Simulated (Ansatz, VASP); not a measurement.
# Fe4Si: VASP beside Ansatz

```
Fe Si
1.0
     4.76367    0.00000    0.00000
    -2.38184    4.12546    0.00000
     0.00000    0.00000    4.44624
Fe Si
4 1
Direct
  0.50000 0.00000 0.50000
  0.00000 0.50000 0.50000
  0.50000 0.50000 0.50000
  0.00000 0.00000 0.00000
  0.00000 0.00000 0.50000
```

Alike in both runs: functional PBE; k mesh 6 × 6 × 4; occupations gaussian, width 0.1 eV; collinear spin.

Ansatz relaxed the structure, and its values are those at the end. VASP's run is a single point on that final structure, the one shown.

|  | VASP | Ansatz |
| --- | --- | --- |
| version | VASP 6.6.1 | Ansatz 0.2.0 |
| potentials or method | VASP PAW PBE potentials, release 64 (Fe, Si), cutoff 520 eV | scalar-relativistic, plane waves, PAW |
| valence electrons in the cell | 36 | 68 |

|  | VASP | Ansatz | Ansatz less VASP |
| --- | --- | --- | --- |
| gap on the k mesh at the Fermi level (eV) | none | none | - |
| pressure (GPa) | -0.2 | -0.1 | +0.09 |
| net moment per atom (μB) | 2.03 | 2.04 | +0.011 |
| size of the moment on the site where the two differ most (μB) | 2.87 | 2.76 | -0.107 |

Site moments also hang on the region over which each program counts them. A gap of «none» marks a metal or a gap that the smearing closes. VASP's potentials hold 36 valence electrons a cell and Ansatz's 68, so a difference there can come from the potentials and not from the codes.
